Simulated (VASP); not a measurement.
# Bi3Br2 (R-3c) in VASP: a series of runs

Bi3Br2 is run at these levels: PBE; tasks: single point.

All numbers are computed with VASP 6.6.1; they aren't measurements. Logs are shortened: lines on timing, memory, paths and dates and some standing lists are left out, and cuts for length are marked.

### 1 The cell of the first run

It takes space group R-3c (No. 167, trigonal). The conventional cell has a = 7.316 Å, b = 7.316 Å, c = 19.975 Å, α = 90.00°, β = 90.00°, γ = 120.00°. Bi (site symmetry 2) has 4 Br at 2.85 to 3.03 Å and 8 Bi at 3.88 to 4.19 Å within 4.2 Å. Within 3.8 Å of Br (site symmetry 3) lie 6 Bi at 2.85 to 3.03 Å.

### 2 Single point, PBE

Input file INCAR:

```
SYSTEM = Bi3Br2
ALGO = Normal
EDIFF = 1E-6
ENCUT = 520
GGA = PE
ISIF = 2
ISMEAR = 0
LASPH = .TRUE.
LCHARG = .FALSE.
LREAL = .FALSE.
LWAVE = .FALSE.
NBANDS = 70
NELM = 60
PREC = Accurate
SIGMA = 0.1
```

Input file KPOINTS:

```
k-points
0
G
  3 3 3
  0 0 0
```

Input file POSCAR:

```
Bi3Br2
1.0
    3.6581547233      2.1120366142      6.6583909437
   -3.6581547233      2.1120366142      6.6583909437
    0.0000000000     -4.2240732286      6.6583909437
Bi Br
6 4
Direct
    0.0562500000      0.4437500000      0.7500000000
    0.7500000000      0.0562500000      0.4437500000
    0.4437500000      0.7500000000      0.0562500000
    0.9437500000      0.5562500000      0.2500000000
    0.2500000000      0.9437500000      0.5562500000
    0.5562500000      0.2500000000      0.9437500000
    0.8521800000      0.8521800000      0.8521800000
    0.6478200000      0.6478200000      0.6478200000
    0.1478200000      0.1478200000      0.1478200000
    0.3521800000      0.3521800000      0.3521800000
```

Potentials or basis: VASP PAW PBE potentials, release 64 (Bi_d, Br).

Command:

```console
> cat potpaw_PBE.64/Bi_d/POTCAR potpaw_PBE.64/Br/POTCAR > POTCAR
> mpirun -np 1 vasp_std > vasp.out
```

OUTCAR:

```text
SYSTEM = Bi3Br2
   EDIFF = 1E-6
   ENCUT = 520
   GGA = PE
   ISIF = 2
   ISMEAR = 0
   LASPH = .TRUE.
   LREAL = .FALSE.
   NELM = 60
   PREC = Accurate

 ion  position               nearest neighbor table
   1  0.056  0.444  0.750-   9 2.85  10 2.85   7 3.03   8 3.03   2 3.88   3 3.88
   2  0.750  0.056  0.444-  10 2.85   9 2.85   8 3.03   7 3.03   1 3.88   3 3.88
   3  0.444  0.750  0.056-   9 2.85  10 2.85   7 3.03   8 3.03   1 3.88   2 3.88
   4  0.944  0.556  0.250-   7 2.85   8 2.85   9 3.03  10 3.03   6 3.88   5 3.88
   5  0.250  0.944  0.556-   8 2.85   7 2.85  10 3.03   9 3.03   4 3.88   6 3.88
   6  0.556  0.250  0.944-   7 2.85   8 2.85   9 3.03  10 3.03   4 3.88   5 3.88
   7  0.852  0.852  0.852-   6 2.85   5 2.85   4 2.85   1 3.03   3 3.03   2 3.03
   8  0.648  0.648  0.648-   5 2.85   6 2.85   4 2.85   1 3.03   2 3.03   3 3.03
   9  0.148  0.148  0.148-   3 2.85   2 2.85   1 2.85   4 3.03   6 3.03   5 3.03
  10  0.352  0.352  0.352-   2 2.85   3 2.85   1 2.85   4 3.03   5 3.03   6 3.03

  LATTYP: Found a trigonal (rhomboedric) cell.
 ALAT       =     7.8852371301
 COS(alpha) =     0.5695481095

  Lattice vectors:

 A1 = (   3.6581547233,   2.1120366142,   6.6583909437)
 A2 = (  -3.6581547233,   2.1120366142,   6.6583909437)
 A3 = (   0.0000000000,  -4.2240732286,   6.6583909437)

Analysis of symmetry for initial positions (statically):
=====================================================================
 Subroutine PRICEL returns:
 Original cell was already a primitive cell.

 Routine SETGRP: Setting up the symmetry group for a
 trigonal (rhombohedral) supercell.

 Subroutine GETGRP returns: Found 12 space group operations
 (whereof  6 operations were pure point group operations)
 out of a pool of 12 trial point group operations.

The static configuration has the point symmetry S_6 .
 The point group associated with its full space group is D_3d.

Analysis of symmetry for dynamics (positions and initial velocities):
=====================================================================
 Subroutine PRICEL returns:
 Original cell was already a primitive cell.

 Routine SETGRP: Setting up the symmetry group for a
 trigonal (rhombohedral) supercell.

 Subroutine GETGRP returns: Found 12 space group operations
 (whereof  6 operations were pure point group operations)
 out of a pool of 12 trial point group operations.

The dynamic configuration has the point symmetry S_6 .
 The point group associated with its full space group is D_3d.

 Subroutine INISYM returns: Found 12 space group operations
 (whereof  6 operations are pure point group operations),
 and found     1 'primitive' translations

----------------------------------------------------------------------------------------

                                     Primitive cell

  volume of cell :     308.6626

  direct lattice vectors                    reciprocal lattice vectors
     3.658154723  2.112036614  6.658390944     0.136680933  0.078912773  0.050062145
    -3.658154723  2.112036614  6.658390944    -0.136680933  0.078912773  0.050062145
     0.000000000 -4.224073229  6.658390944     0.000000000 -0.157825547  0.050062145

  length of vectors
     7.885237130  7.885237130  7.885237130     0.165575124  0.165575124  0.165575124

  position of ions in fractional coordinates (direct lattice)
     0.056250000  0.443750000  0.750000000
     0.750000000  0.056250000  0.443750000
     0.443750000  0.750000000  0.056250000
     0.943750000  0.556250000  0.250000000
     0.250000000  0.943750000  0.556250000
     0.556250000  0.250000000  0.943750000
     0.852180000  0.852180000  0.852180000
     0.647820000  0.647820000  0.647820000
     0.147820000  0.147820000  0.147820000
     0.352180000  0.352180000  0.352180000

  ion indices of the primitive-cell ions
   primitive index   ion index
                 1           1
                 2           2
                 3           3
                 4           4
                 5           5
                 6           6
                 7           7
                 8           8
                 9           9
                10          10

----------------------------------------------------------------------------------------

 KPOINTS: k-points

Automatic generation of k-mesh.
 Grid dimensions read from file:
 generate k-points for:    3    3    3

 Generating k-lattice:

  Cartesian coordinates                     Fractional coordinates (reciprocal lattice)
     0.045560311  0.026304258  0.016687382     0.333333333  0.000000000 -0.000000000
    -0.045560311  0.026304258  0.016687382     0.000000000  0.333333333 -0.000000000
     0.000000000 -0.052608516  0.016687382     0.000000000  0.000000000  0.333333333

  Length of vectors
     0.055191708  0.055191708  0.055191708

  Shift w.r.t. Gamma in fractional coordinates (k-lattice)
     0.000000000  0.000000000  0.000000000

 Subroutine IBZKPT returns following result:
 ===========================================

 Found      6 irreducible k-points:

 Following reciprocal coordinates:
            Coordinates               Weight
  0.000000  0.000000  0.000000      1.000000
  0.333333 -0.000000 -0.000000      6.000000
  0.333333  0.333333 -0.000000      6.000000
 -0.333333  0.333333  0.000000      6.000000
  0.333333  0.333333  0.333333      2.000000
 -0.333333  0.333333  0.333333      6.000000
   k-points           NKPTS =      6   k-points in BZ     NKDIM =      6   number of bands    NBANDS=     70
   number of dos      NEDOS =    301   number of ions     NIONS =     10
   total plane-waves  NPLWV = 216000
   dimension x,y,z NGX =    60 NGY =   60 NGZ =   60
   dimension x,y,z NGXF=   120 NGYF=  120 NGZF=  120
   ions per type =               6   4
   NGX,Y,Z   is equivalent  to a cutoff of  12.65, 12.65, 12.65 a.u.
   NGXF,Y,Z  is equivalent  to a cutoff of  25.30, 25.30, 25.30 a.u.
 SYSTEM =  Bi3Br2
   PREC   = accura    normal or accurate (medium, high low for compatibility)
   ISTART =      0    job   : 0-new  1-cont  2-samecut
   ICHARG =      2    charge: 1-file 2-atom 10-const
   ISPIN  =      1    spin polarized calculation?
   LNONCOLLINEAR =      F non collinear calculations
   LSORBIT =      F    spin-orbit coupling
   LASPH  =      T    aspherical Exc in radial PAW
   ENCUT  =  520.0 eV  38.22 Ry    6.18 a.u.  14.66 14.66 14.66*2*pi/ulx,y,z
   NELM   =     60;   NELMIN=  2; NELMDL= -5     # of ELM steps
   EDIFF  = 0.1E-05   stopping-criterion for ELM
   LREAL  =      F    real-space projection
   EDIFFG = 0.1E-04   stopping-criterion for IOM
   NSW    =      0    number of steps for IOM
   IBRION =     -1    ionic relax: 0-MD 1-quasi-New 2-CG
   NFREE  =      0    steps in history (QN), initial steepest desc. (CG)
   ISIF   =      2    stress and relaxation
   ISYM   =      2    0-nonsym 1-usesym 2-fastsym
   POTIM  = 0.5000    time-step for ionic-motion
   TEBEG  =    0.0;   TEEND  =   0.0 temperature during run
   PSTRESS=    0.0 pullay stress
   NELECT =     118.0000    total number of electrons
   NUPDOWN=      -1.0000    fix difference up-down
   EMIN   =  10.00;   EMAX   =-10.00  energy-range for DOS
   EFERMI =   0.00;   METHOD = LEGACY
   ISMEAR =     0;   SIGMA  =   0.10  broadening in eV -4-tet -1-fermi 0-gaus
   EFERMI_NEDOS =   21; number of points for ismear=-14 and -15
   IALGO  =     38    algorithm
   IMIX   =      4    mixing-type and parameters
     AMIX     =   0.40;   BMIX     =  1.00
     AMIX_MAG =   1.60;   BMIX_MAG =  1.00
  volume/ion in A,a.u.               =      30.87       208.30
  Fermi-wavevector in a.u.,A,eV,Ry     =   1.188158  2.245293 19.207605  1.411719
  Thomas-Fermi vector in A             =   2.324294
   LORBIT       =      0    0 simple, 1 ext, 2 COOP (PROOUT), +10 PAW based schemes
   GGA     = PE    functional components
   LHFCALC =     F    Hartree Fock is set to
   AEXX    =    0.0000 exact exchange contribution
   IVDW    =     0    specifies the selected vdW correction
   LEPSILON=     F    determine dielectric tensor
   LRPA    =     F    only Hartree local field effects (RPA)
 non-spin polarized calculation
 Gauss-broadening in eV      SIGMA  =   0.10
  energy-cutoff  :      520.00
  volume of cell :      308.66
 maximum number of plane-waves:      8332
 NGX is ok and might be reduce to    60
   NGX = 29   NGY = 29   NGZ = 29

 number of electron     117.9999997 magnetization

 Free energy of the ion-electron system (eV)
  ---------------------------------------------------
  ext. energy  EPLUGINS =         0.00000000
  ---------------------------------------------------
  free energy    TOTEN  =       -23.30869454 eV

  energy without entropy =      -23.27670341  energy(sigma->0) =      -23.29269898

 E-fermi :   6.1828     XC(G=0):  -9.5282

 val. band max:        6.1022202383   @ k =  -0.3333   0.3333   0.0000
 cond. band min:       6.2196764132   @ k =  -0.3333   0.3333   0.3333
 fundamental gap:      0.1174561749
 Fermi energy:         6.1828179668

 k-point     1 :       0.0000    0.0000    0.0000
  band No.  band energies     occupation
      1     -17.2320      2.00000
      2     -17.2023      2.00000
      3     -17.1992      2.00000
      4     -17.1988      2.00000
      5     -17.1988      2.00000
      6     -17.1982      2.00000
[... 62 lines left out ...]
     69       8.4513      0.00000
     70       9.0081      0.00000

 k-point     2 :       0.3333   -0.0000   -0.0000
  band No.  band energies     occupation
      1     -17.2252      2.00000
      2     -17.2092      2.00000
      3     -17.2055      2.00000
      4     -17.2049      2.00000
      5     -17.1987      2.00000
      6     -17.1971      2.00000
[... 62 lines left out ...]
     69       8.4141      0.00000
     70       8.9173      0.00000

 k-point     3 :       0.3333    0.3333   -0.0000
  band No.  band energies     occupation
      1     -17.2251      2.00000
      2     -17.2124      2.00000
      3     -17.2061      2.00000
      4     -17.2044      2.00000
      5     -17.1991      2.00000
      6     -17.1938      2.00000
[... 62 lines left out ...]
     69       8.7688      0.00000
     70       8.8058      0.00000

 k-point     4 :      -0.3333    0.3333    0.0000
  band No.  band energies     occupation
      1     -17.2163      2.00000
      2     -17.2125      2.00000
      3     -17.2123      2.00000
      4     -17.2109      2.00000
      5     -17.1982      2.00000
      6     -17.1935      2.00000
[... 62 lines left out ...]
     69       8.6605      0.00000
     70       9.0604      0.00000

 k-point     5 :       0.3333    0.3333    0.3333
  band No.  band energies     occupation
      1     -17.2301      2.00000
      2     -17.2151      2.00000
      3     -17.2000      2.00000
      4     -17.2000      2.00000
      5     -17.1969      2.00000
      6     -17.1969      2.00000
[... 62 lines left out ...]
     69       8.2443      0.00000
     70       8.8306      0.00000

 k-point     6 :      -0.3333    0.3333    0.3333
  band No.  band energies     occupation
      1     -17.2216      2.00000
      2     -17.2185      2.00000
      3     -17.2078      2.00000
      4     -17.2028      2.00000
      5     -17.1952      2.00000
      6     -17.1922      2.00000
[... 62 lines left out ...]
     69       8.4147      0.00000
     70       9.0916      0.00000

------------------------ aborting loop because EDIFF is reached ----------------------------------------

  FORCE on cell =-STRESS in cart. coord.  units (eV):
  Direction    XX          YY          ZZ          XY          YZ          ZX
  --------------------------------------------------------------------------------------
  -------------------------------------------------------------------------------------
  Total       17.2523718     17.2523718     17.4091342      0.0000000     -0.0000000      0.0000000
  in kB       89.5520096     89.5520097     90.3657173      0.0000000     -0.0000000      0.0000000
  external PRESSURE =      89.8232455 kB  Pullay stress =       0.0000000 kB

 VOLUME and BASIS-vectors are now :
 -----------------------------------------------------------------------------
  energy-cutoff  :      520.00
  volume of cell :      308.66
      direct lattice vectors                 reciprocal lattice vectors
     3.658154723  2.112036614  6.658390944     0.136680933  0.078912773  0.050062145
    -3.658154723  2.112036614  6.658390944    -0.136680933  0.078912773  0.050062145
     0.000000000 -4.224073229  6.658390944     0.000000000 -0.157825547  0.050062145

 POSITION                                       TOTAL-FORCE (eV/Angst)
 -----------------------------------------------------------------------------------
     -1.41753     -2.11204      8.32299         0.253769      0.000000      0.000000
      2.53784     -0.17160      8.32299        -0.126885      0.219771      0.000000
     -1.12031      2.28364      8.32299        -0.126885     -0.219771      0.000000
      1.41753      2.11204     11.65218        -0.253769     -0.000000      0.000000
     -2.53784      0.17160     11.65218         0.126885     -0.219771      0.000000
      1.12031     -2.28364     11.65218         0.126885      0.219771      0.000000
      0.00000     -0.00000     17.02244         0.000000     -0.000000      0.314285
      0.00000     -0.00000     12.94032         0.000000      0.000000     -0.314285
      0.00000     -0.00000      2.95273         0.000000      0.000000     -0.314285
      0.00000     -0.00000      7.03486         0.000000     -0.000000      0.314285
 -----------------------------------------------------------------------------------
    total drift:                               -0.000000     -0.000000      0.000000

  FREE ENERGIE OF THE ION-ELECTRON SYSTEM (eV)
  ---------------------------------------------------
  free  energy   TOTEN  =       -23.3086945404 eV

  energy  without entropy=      -23.2767034122  energy(sigma->0) =      -23.29269898
```

Wall time 1.9 min (1 thread of AMD EPYC 9R45 (Zen 5), shared host); peak memory 0.48 GiB.

What came out:

- Free energy: -23.3087 eV
- Pressure: 9.0 GPa
- Largest force: 0.314 eV/Å
- Band gap on the k mesh: zero (bands 59 and 60 overlap by 0.24 eV)

Forces in eV/Å, atoms in the order of the input:
```
Bi   0.254  0.000  0.000
Bi  -0.127  0.220  0.000
Bi  -0.127 -0.220  0.000
Bi  -0.254  0.000  0.000
Bi   0.127 -0.220  0.000
Bi   0.127  0.220  0.000
Br   0.000  0.000  0.314
Br   0.000  0.000 -0.314
Br   0.000  0.000 -0.314
Br   0.000  0.000  0.314
```

Caveat: the cell stands under pressure; spin-orbit coupling is left out, which moves the levels of the heavy elements.

### 3 Single point, PBE

This run uses another cell than the first one, of 39.39 Å³/atom.

Input file INCAR:

```
SYSTEM = Bi3Br2
  PREC = Accurate
  ENCUT = 520
  EDIFF = 1E-6
  ISMEAR = 0
  SIGMA = 0.1
  LREAL = .False.
  LASPH = .True.
  NELM = 100
  ALGO = Normal
  ISIF = 2
  LWAVE = .False.
  LCHARG = .False.
  GGA = PE
  NBANDS = 70
```

Input file KPOINTS:

```
regular mesh
0
Gamma
  3 3 3
  0 0 0
```

Input file POSCAR:

```
Bi3Br2
1.0
    2.9258952844      1.6892664300     13.2838729896
   -2.9258952844      1.6892664300     13.2838729896
    0.0000000000     -3.3785328602     13.2838729896
Bi Br
6 4
Direct
    0.0700244068      0.4299755932      0.7500000000
    0.7500000000      0.0700244068      0.4299755932
    0.4299755932      0.7500000000      0.0700244068
    0.9299755932      0.5700244068      0.2500000000
    0.2500000000      0.9299755932      0.5700244068
    0.5700244068      0.2500000000      0.9299755932
    0.8572199385      0.8572199385      0.8572199385
    0.6427800615      0.6427800615      0.6427800615
    0.1427800615      0.1427800615      0.1427800615
    0.3572199385      0.3572199385      0.3572199385
```

Potentials or basis: VASP PAW PBE potentials, release 64 (Bi_d, Br).

Command:

```console
> cat potpaw_PBE.64/Bi_d/POTCAR potpaw_PBE.64/Br/POTCAR > POTCAR
> mpirun -np 1 vasp_std > vasp.out
```

OUTCAR:

```text
SYSTEM = Bi3Br2
   PREC = Accurate
   ENCUT = 520
   EDIFF = 1E-6
   ISMEAR = 0
   LREAL = .False.
   LASPH = .True.
   NELM = 100
   ISIF = 2
   GGA = PE

 ion  position               nearest neighbor table
   1  0.070  0.430  0.750-   9 3.09  10 3.09   2 3.24   3 3.24   3 3.45   2 3.45   3 3.45   2 3.45

   2  0.750  0.070  0.430-   9 3.09  10 3.09   3 3.24   1 3.24   1 3.45   3 3.45   3 3.45   1 3.45

   3  0.430  0.750  0.070-  10 3.09   9 3.09   2 3.24   1 3.24   1 3.45   2 3.45   2 3.45   1 3.45
[... 7 lines left out ...]
   7  0.857  0.857  0.857-   5 3.09   6 3.09   4 3.09
[... 641 lines left out ...]
  external PRESSURE =       0.2215739 kB  Pullay stress =       0.0000000 kB

 VOLUME and BASIS-vectors are now :
 -----------------------------------------------------------------------------
  energy-cutoff  :      520.00
  volume of cell :      393.94
      direct lattice vectors                 reciprocal lattice vectors
     2.925895284  1.689266430 13.283872990     0.170887866  0.098662155  0.025093083
    -2.925895284  1.689266430 13.283872990    -0.170887866  0.098662155  0.025093083
     0.000000000 -3.378532860 13.283872990     0.000000000 -0.197324310  0.025093083

 POSITION                                       TOTAL-FORCE (eV/Angst)
 -----------------------------------------------------------------------------------
     -1.05318     -1.68927     16.60484        -0.010486     -0.000000      0.000000
      1.98954     -0.06745     16.60484         0.005243     -0.009081      0.000000
     -0.93636      1.75671     16.60484         0.005243      0.009081      0.000000
      1.05318      1.68927     23.24678         0.010486     -0.000000      0.000000
     -1.98954      0.06745     23.24678        -0.005243      0.009081      0.000000
      0.93636     -1.75671     23.24678        -0.005243     -0.009081      0.000000
      0.00000     -0.00000     34.16160         0.000000     -0.000000      0.005993
      0.00000     -0.00000     25.61583         0.000000      0.000000     -0.005993
      0.00000     -0.00000      5.69002         0.000000      0.000000     -0.005993
      0.00000     -0.00000     14.23579         0.000000     -0.000000      0.005993
 -----------------------------------------------------------------------------------
    total drift:                                0.000000     -0.000000     -0.000000

  FREE ENERGIE OF THE ION-ELECTRON SYSTEM (eV)
  ---------------------------------------------------
  free  energy   TOTEN  =       -30.8658527777 eV

  energy  without entropy=      -30.8218928888  energy(sigma->0) =      -30.84387283
```

stdout:

```text
POSCAR found type information on POSCAR BiBr
 POSCAR found :  2 types and      10 ions
 scaLAPACK will be used
 LDA part: xc-table for (Slater+PW92), standard interpolation
 POSCAR, INCAR and KPOINTS ok, starting setup
 FFT: planning ... GRIDC
 FFT: planning ... GRID_SOFT
 FFT: planning ... GRID
 WAVECAR not read
 entering main loop
```

Wall time 15 min (1 thread of AMD EPYC 9R45 (Zen 5), shared host); peak memory 1.7 GiB.

Results:

```
Free energy            : -30.8659 eV
Pressure               : 0.0 GPa
Largest force          : 0.010 eV/Å
Band gap on the k mesh : zero (bands 59 and 60 overlap by 2.05 eV)
```

Forces in eV/Å, atoms in the order of the input:
```
Bi  -0.010  0.000  0.000
Bi   0.005 -0.009  0.000
Bi   0.005  0.009  0.000
Bi   0.010  0.000  0.000
Bi  -0.005  0.009  0.000
Bi  -0.005 -0.009  0.000
Br   0.000  0.000  0.006
Br   0.000  0.000 -0.006
Br   0.000  0.000 -0.006
Br   0.000  0.000  0.006
```

Levels at points of the mesh, in eV from the Fermi level:
```
           k point  band 55  band 56  band 57  band 58  band 59  band 60  band 61  band 62  band 63  band 64
(0.00, 0.00, 0.00)    -2.26    -2.26    -2.09    -2.00    -1.88    -1.88    -0.29     0.84     1.23     1.23
```

Caveat: the k points lie up to 0.42 Å⁻¹ apart, too coarse for converged energies and pressures of a metal; spin-orbit coupling is left out, which moves the levels of the heavy elements.

The gap in the log of VASP goes by the Fermi energy; the results here count the filled bands.